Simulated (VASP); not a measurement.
Crystal: Sc.

```xyz
2
Lattice="3.3090 0.0000 0.0000 -1.6545 2.8657 0.0000 0.0000 0.0000 5.2733" Properties=species:S:1:pos:R:3 pbc="T T T"
Sc    0.0000    1.9105    1.3183
Sc    1.6545    0.9552    3.9550
```

| Property | Result |
| --- | --- |
| Program | VASP 6.6.1 |
| Task | relaxation of volume and atoms at fixed shape |
| Functional | LDA |
| Potentials or basis | VASP PAW LDA potentials, release 64 (Sc_sv) |
| Cutoff | 600 eV |
| k mesh | 6 × 6 × 4 |
| Occupations | gaussian, width 0.05 eV |
| Spin | no spin polarisation |

At the start: pressure -5.3 GPa; volume 25.00 Å³/atom.

Task: How do energy, volume and symmetry change on relaxing?

Result: Over 3 steps the energy falls by 42.8 meV/atom and the volume is 22.61 Å³/atom (-9.6 %); space group P6_3/mmc (No. 194, to 0.1 Å) before and after.

The path:
```csv
step,energy change (eV),largest force (eV/Å),pressure (GPa),volume (Å³)
1,0.0000,0.0000,-5.35,50.00
2,-0.0807,0.0000,1.52,44.20
3,-0.0856,0.0000,0.02,45.23
```

Final structure:
```yaml
crystal:
  lattice:
    - [3.20005, 0.00000, 0.00000]
    - [-1.60003, 2.77133, 0.00000]
    - [0.00000, 0.00000, 5.09968]
  atoms:
    - { symbol: Sc, position: [0.33333, 0.66667, 0.25000] }
    - { symbol: Sc, position: [0.66667, 0.33333, 0.75000] }
```

Caveat: the k points lie up to 0.38 Å⁻¹ apart in the final cell, too coarse for converged energies and pressures of a metal.
